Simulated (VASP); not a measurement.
Wanted: the native input for a VASP 6.6.1 run.

```
Task                   : single point
Functional             : PBEsol
Potentials or basis    : VASP PAW PBE potentials, release 64 (Mg)
Cutoff                 : 520 eV
k mesh                 : 20 × 20 × 20
Occupations            : gaussian, width 0.1 eV
Spin                   : no spin polarisation
Dipole correction      : no
Further INCAR settings : ALGO = Normal; EDIFF = 1e-07; NBANDS = 7
```

The structure of Mg lies in POSCAR:

```
Mg
1.0
   -1.7774002346      1.7774002346      1.7774002346
    1.7774002346     -1.7774002346      1.7774002346
    1.7774002346      1.7774002346     -1.7774002346
Mg
1
Direct
    0.0000000000      0.0000000000      0.0000000000
```

This isn't the form of Mg at room conditions, which is hcp.

These files were run (other wordings do the same):

INCAR

```
SYSTEM = Mg
PREC = Accurate ; ENCUT = 520
EDIFF = 1E-7 ; ISMEAR = 0
SIGMA = 0.1 ; LREAL = .FALSE.
LASPH = .TRUE. ; NELM = 100
ALGO = Normal ; ISIF = 2
LWAVE = .FALSE. ; LCHARG = .FALSE.
GGA = PS ; NBANDS = 7
```

KPOINTS

```
regular mesh
0
G
  20 20 20
  0 0 0
```

Potentials or basis: VASP PAW PBE potentials, release 64 (Mg).

Launch:

```console
$ cat potpaw_PBE.64/Mg/POTCAR > POTCAR
$ mpirun -np 1 vasp_std > vasp.out
```

Results of the run:

```json
{
  "Pressure": "0.0 GPa",
  "Band gap on the k mesh": "zero (bands 1 and 2 overlap by 4.82 eV)"
}
```

Caveat: the PAW data sets were made with another functional, which shifts forces and pressure a little.

Run time: 29 s on 1 thread of Intel Xeon 8259CL, with other jobs on the host, peak memory 0.17 GiB.
